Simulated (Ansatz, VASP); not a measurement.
**ZrS in VASP and in Ansatz**

INCAR

```
  ALGO = Normal
  EDIFF = 1E-6
  ENCUT = 520
  GGA = CA
  ISIF = 2
  ISMEAR = -4
  LASPH = T
  LCHARG = F
  LREAL = F
  LWAVE = F
  NBANDS = 16
  NELM = 100
  PREC = Accurate
  SIGMA = 0.15
```

KPOINTS

```
k-points
0
Gamma
  16 16 16
```

The input POSCAR:

```
ZrS
1.0
    0.0000000000      2.5671447250      2.5671447250
    2.5671447250      0.0000000000      2.5671447250
    2.5671447250      2.5671447250      0.0000000000
Zr S
1 1
Direct
   -0.0073447758      0.0073447758      0.0073447758
    0.5208987049      0.4791012951      0.4791012951
```

Input for Ansatz:

```yaml
crystal:
  lattice:
    - [0.0, 2.567144725, 2.567144725]
    - [2.567144725, 0.0, 2.567144725]
    - [2.567144725, 2.567144725, 0.0]
  atoms:
    - { symbol: Zr, position: [-0.0073447758, 0.0073447758, 0.0073447758] }
    - { symbol: S, position: [0.5208987049, 0.4791012951, 0.4791012951] }
kpoints:
  mp_grid: { grid: [16, 16, 16] }
hamiltonian:
  xc: lda
  pseudopotentials: { kind: paw, azcp: { folder: soft_1 } }
scf:
  occupations: { method: tetrahedron_uncorrected }
output:
  forces: true
  eigenvalues: true
  stress: true
```

Alike in both runs: task single point; functional LDA; k mesh 16 × 16 × 16; no spin polarisation.

```csv
,VASP,Ansatz
version,VASP 6.6.1,Ansatz 0.2.0
potentials or method,"VASP PAW LDA potentials, release 64 (Zr_sv, S)","scalar-relativistic, plane waves, PAW"
plane-wave cutoff (eV),520,420
occupations,tetrahedron,tetrahedron-uncorrected
valence electrons in the cell,18,18
```

|  | VASP | Ansatz | Ansatz less VASP |
| --- | --- | --- | --- |
| gap on the k mesh at the Fermi level (eV) | none | none | - |
| pressure (GPa) | 1.9 | 1.7 | -0.20 |
| traceless stress, the component that is largest in VASP (GPa) | 4.02 | 4.01 | -0.015 |
| rms of the force components (eV/Å) | 0.574 | 0.567 | -0.0064 |

Ansatz warns that its potentials were made for another functional, while VASP's fit it. LDA's correlation is that of Perdew and Zunger in VASP and of Perdew and Wang (1992) in Ansatz. Atom by atom the forces differ by 0.006 eV/Å (rms over components). A gap of «none» marks a metal or a gap that the smearing closes. Ansatz's warnings: band table not solved further.
